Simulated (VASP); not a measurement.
# Sb (Pm-3m) in VASP: further runs, part 2 of 2

VASP 6.6.1. The steps go on from the part before.

### 5 Relaxation of cell and atoms, PBEsol-based screened hybrid

POSCAR

```
Sb
1.0
    3.1600000000      0.0000000000      0.0000000000
    0.0000000000      3.1600000000      0.0000000000
    0.0000000000      0.0000000000      3.1600000000
Sb
1
Direct
    0.0000000000      0.0000000000      0.0000000000
```

INCAR.step1

```
SYSTEM = Sb
ALGO     = Normal         ! electronic algorithm
EDIFF    = 1E-5           ! SCF threshold, eV
EDIFFG   = -0.005         ! ionic threshold
ENCUT    = 500            ! plane-wave cutoff, eV
GGA      = PE             ! functional
GGA_COMPAT= .FALSE.      
IBRION   = 2              ! ionic algorithm
ISIF     = 3              ! what is computed and relaxed
ISMEAR   = -1             ! smearing method
LASPH    = .TRUE.         ! aspherical terms in the spheres
LCHARG   = .FALSE.        ! write CHGCAR
LREAL    = .FALSE.        ! projectors in reciprocal space
LWAVE    = .TRUE.         ! write WAVECAR
NBANDS   = 14             ! bands
NELM     = 120            ! most SCF steps
NELMIN   = 4            
NSW      = 100            ! ionic steps
PREC     = Accurate       ! precision mode
SIGMA    = 0.05           ! smearing width, eV
```

INCAR.step2

```
SYSTEM = Sb
AEXX     = 0.25           ! exact-exchange fraction
ALGO     = Normal         ! electronic algorithm
EDIFF    = 1E-7           ! SCF threshold, eV
EDIFFG   = -0.01          ! ionic threshold
ENCUT    = 500            ! plane-wave cutoff, eV
GGA      = PS             ! functional
GGA_COMPAT= .FALSE.      
HFSCREEN = 0.207          ! screening, 1/A
IBRION   = 2              ! ionic algorithm
ISIF     = 3              ! what is computed and relaxed
ISMEAR   = -1             ! smearing method
ISTART   = 1            
LASPH    = .TRUE.         ! aspherical terms in the spheres
LCHARG   = .FALSE.        ! write CHGCAR
LHFCALC  = .TRUE.         ! exact exchange
LREAL    = .FALSE.        ! projectors in reciprocal space
LWAVE    = .FALSE.        ! write WAVECAR
NELM     = 120            ! most SCF steps
NELMIN   = 4            
NSW      = 60             ! ionic steps
PREC     = Accurate       ! precision mode
PRECFOCK = Normal       
SIGMA    = 0.05           ! smearing width, eV
```

KPOINTS

```
k-points
0
G
  4 4 4
  0 0 0
```

Command:

```console
$ cat potpaw_PBE.64/Sb_d_GW/POTCAR > POTCAR
$ cp INCAR.step1 INCAR
$ mpirun -np 1 vasp_std > vasp.out
$ cp INCAR.step2 INCAR
$ mpirun -np 1 vasp_std > vasp.out
```

Run time: 11 min. Hardware: 1 thread of AMD EPYC 9R45 (Zen 5), shared host; peak memory 0.23 GiB.

It converged, with:

- Free energy: -4.7620 eV
- Relaxed volume: 27.66 Å³/atom
- Relaxed cell: a = 3.024 Å, b = 3.024 Å, c = 3.024 Å, α = 90.00°, β = 90.00°, γ = 90.00°
- Space group after relaxing (to 0.05 Å): Pm-3m (No. 221)
- Energy gained by relaxing: 95.8 meV/atom
- Ionic steps: 3
- Pressure after relaxing: -0.1 GPa

The path:
```csv
step,energy change (eV),largest force (eV/Å),pressure (GPa),volume (Å³)
1,0.0000,0.0000,-6.88,31.55
2,-0.0628,0.0000,6.25,25.76
3,-0.0958,0.0000,-0.06,27.66
```

Final structure:
```
Sb
1.0
     3.02427    0.00000    0.00000
     0.00000    3.02427    0.00000
     0.00000    0.00000    3.02427
Sb
1
Direct
  0.00000 0.00000 0.00000
```

Levels at points of the mesh, in eV from the Fermi level:
```
           k point  band 5  band 6  band 7  band 8  band 9  band 10
(0.00, 0.00, 0.00)  -31.88  -14.79    3.61    3.61    3.61     7.47
(0.50, 0.00, 0.00)  -31.87  -11.74   -7.22    6.14    6.14    10.27
(0.50, 0.50, 0.00)  -31.80   -8.37   -4.67   -4.67    1.91     8.72
(0.50, 0.50, 0.50)  -31.80   -4.52   -2.30   -2.30   -2.30     4.99
```

Caveat: the k points lie up to 0.52 Å⁻¹ apart in the final cell; the PAW data sets were made with another functional, which shifts forces and pressure a little; spin-orbit coupling is left out, which moves the levels of the heavy elements; the volume moved by -12 % from the deposited cell, more than functionals usually miss.

### 6 Relaxation of cell and atoms, HSE06

POSCAR is that of step 5.

INCAR.step1

```
SYSTEM = Sb
PREC     = Accurate       ! precision mode
ENCUT    = 500            ! plane-wave cutoff, eV
EDIFF    = 1E-5           ! SCF threshold, eV
ISMEAR   = -1             ! smearing method
SIGMA    = 0.05           ! smearing width, eV
LREAL    = .False.        ! projectors in reciprocal space
LASPH    = .True.         ! aspherical terms in the spheres
NELM     = 120            ! most SCF steps
ALGO     = Normal         ! electronic algorithm
LWAVE    = .True.         ! write WAVECAR
LCHARG   = .False.        ! write CHGCAR
GGA      = PE             ! functional
NBANDS   = 14             ! bands
GGA_COMPAT= .False.      
IBRION   = 2              ! ionic algorithm
ISIF     = 3              ! what is computed and relaxed
EDIFFG   = -0.005         ! ionic threshold
NELMIN   = 4            
NSW      = 100            ! ionic steps
```

INCAR.step2

```
SYSTEM = Sb
PREC     = Accurate       ! precision mode
ENCUT    = 500            ! plane-wave cutoff, eV
EDIFF    = 1E-7           ! SCF threshold, eV
ISMEAR   = -1             ! smearing method
SIGMA    = 0.05           ! smearing width, eV
LREAL    = .False.        ! projectors in reciprocal space
LASPH    = .True.         ! aspherical terms in the spheres
NELM     = 120            ! most SCF steps
ALGO     = Normal         ! electronic algorithm
ISIF     = 3              ! what is computed and relaxed
LWAVE    = .False.        ! write WAVECAR
LCHARG   = .False.        ! write CHGCAR
GGA      = PE             ! functional
LHFCALC  = .True.         ! exact exchange
HFSCREEN = 0.2079         ! screening, 1/A
PRECFOCK = Normal       
IBRION   = 2              ! ionic algorithm
NSW      = 60             ! ionic steps
EDIFFG   = -0.01          ! ionic threshold
ISTART   = 1            
GGA_COMPAT= .False.      
NELMIN   = 4
```

KPOINTS

```
regular mesh
0
Gamma
  4 4 4
  0 0 0
```

Potentials or basis: VASP PAW PBE potentials, release 64 (Sb_d_GW).

Command:

```console
$ cat potpaw_PBE.64/Sb_d_GW/POTCAR > POTCAR
$ cp INCAR.step1 INCAR
$ mpirun -np 1 vasp_std > vasp.out
$ cp INCAR.step2 INCAR
$ mpirun -np 1 vasp_std > vasp.out
```

Wall time 20 min (1 thread of AMD EPYC 9R45 (Zen 5), shared host); peak memory 0.22 GiB.

It converged, with:

```yaml
Free_energy: -4.4571 eV
Relaxed_volume: 28.36 Å³/atom
Relaxed_cell: a = 3.050 Å, b = 3.050 Å, c = 3.050 Å, α = 90.00°, β = 90.00°, γ = 90.00°
Space_group_after_relaxing_to_0.05_Å: Pm-3m (No. 221)
Energy_gained_by_relaxing: 60.7 meV/atom
Ionic_steps: 3
Pressure_after_relaxing: 0.0 GPa
```

The path:
```csv
step,energy change (eV),largest force (eV/Å),pressure (GPa),volume (Å³)
1,0.0000,0.0000,-5.45,31.55
2,-0.0434,0.0000,4.03,26.90
3,-0.0607,0.0000,-0.03,28.36
```

Final structure:
```yaml
crystal:
  lattice:
    - [3.04965, 0.00000, 0.00000]
    - [0.00000, 3.04965, 0.00000]
    - [0.00000, 0.00000, 3.04965]
  atoms:
    - { symbol: Sb, position: [0.00000, 0.00000, 0.00000] }
```

Levels at points of the mesh, in eV from the Fermi level:
```
           k point  band 3  band 4  band 5  band 6  band 7  band 8  band 9  band 10  band 11
(0.00, 0.00, 0.00)  -31.92  -31.92  -31.92  -14.53    3.57    3.57    3.57     7.40     7.40
(0.50, 0.00, 0.00)  -31.98  -31.96  -31.92  -11.59   -7.01    6.02    6.02    10.13    11.20
(0.50, 0.50, 0.00)  -31.98  -31.98  -31.85   -8.33   -4.53   -4.53    2.03     8.49    13.94
(0.50, 0.50, 0.50)  -32.05  -31.85  -31.85   -4.62   -2.23   -2.23   -2.23     5.02     5.02
```

Caveat: the k points lie up to 0.52 Å⁻¹ apart in the final cell; the PAW data sets were made with another functional, which shifts forces and pressure a little; spin-orbit coupling is left out, which moves the levels of the heavy elements; the volume moved by -10 % from the deposited cell, more than functionals usually miss.

### 7 Overview

| task | level | potentials or basis | cell | k mesh | cutoff (eV) | smearing | grid for exact exchange (PRECFOCK) | share of exact exchange | screening parameter | second run | gap on the mesh (eV) | pressure (GPa) | relaxed volume (Å³/atom) |
| --- | --- | --- | --- | --- | --- | --- | --- | --- | --- | --- | --- | --- | --- |
| single point | PBE-based screened hybrid | VASP PAW PBE potentials, release 64 (Sb) | as given | 4 × 4 × 4 | 520 | fermi-dirac 0.05 eV | Normal | 0.5 | 0.2 1/Å | - | none | -11.1 | - |
| single point | PBE | VASP PAW PBE potentials, release 64 (Sb) | as given | 8 × 8 × 8 | 500 | gaussian 0.05 eV | - | - | - | - | none | -2.3 | - |
| relaxation of cell and atoms | HF | VASP PAW PBE potentials, release 64 (Sb_d_GW) | relaxed | 4 × 4 × 4 | 500 | fermi-dirac 0.05 eV | Normal | - | - | valence_matched | none | 0.0 | 29.17 |
| relaxation of cell and atoms | PBEsol-based screened hybrid | VASP PAW PBE potentials, release 64 (Sb_d_GW) | relaxed | 4 × 4 × 4 | 500 | fermi-dirac 0.05 eV | Normal | 0.25 | 0.207 1/Å | valence_matched | none | -0.1 | 27.66 |
| relaxation of cell and atoms | HSE06 | VASP PAW PBE potentials, release 64 (Sb_d_GW) | relaxed | 4 × 4 × 4 | 500 | fermi-dirac 0.05 eV | Normal | - | 0.2079 1/Å | valence_matched | none | 0.0 | 28.36 |

Alike in all rows: no spin polarisation.

Caveats: some runs use coarse meshes; spin-orbit coupling is left out, which moves the levels of the heavy elements; the PAW data sets were made with another functional, which shifts forces and pressure a little (some runs); the volume moved by -12 % from the deposited cell, more than functionals usually miss (some runs); the volume moved by -10 % from the deposited cell, more than functionals usually miss (some runs).

Absolute energies hang on the potentials; compare differences alone.
